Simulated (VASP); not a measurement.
**Ca: single point with PBE**

Crystal: Ca.

```
CELL_PARAMETERS angstrom
0.00000 2.76271 2.76271
2.76271 0.00000 2.76271
2.76271 2.76271 0.00000
ATOMIC_POSITIONS crystal
Ca 0.00000 0.00000 0.00000
```

```json
{
  "Program": "VASP 6.6.1",
  "Task": "single point",
  "Functional": "PBE",
  "Potentials or basis": "VASP PAW PBE potentials, release 64 (Ca_sv)",
  "Cutoff": "520 eV",
  "k mesh": "10 × 10 × 10",
  "Occupations": "methfessel-paxton, width 0.3 eV",
  "Spin": "no spin polarisation"
}
```

The pressure is 0.0 GPa. The band gap on the k mesh is zero (bands 5 and 6 overlap by 0.27 eV).

Levels at points of the mesh, in eV from the Fermi level:
```
           k point  band 1  band 2  band 3  band 4  band 5  band 6  band 7  band 8  band 9  band 10
(0.00, 0.00, 0.00)  -42.03  -22.95  -22.95  -22.95   -4.04    2.32    2.32    2.32    3.39     3.39
(0.50, 0.00, 0.00)  -42.02  -23.09  -22.97  -22.97   -1.00   -0.17    2.21    2.21    4.08     4.08
(0.50, 0.50, 0.00)  -42.02  -23.08  -23.00  -23.00   -0.47    0.56    0.96    4.07    4.26     4.26
```

Run time: 23 s on 1 thread of Intel Xeon 8259CL, with other jobs on the host, peak memory 0.17 GiB.

Caveat: so wide a smearing shifts energies and pressures.
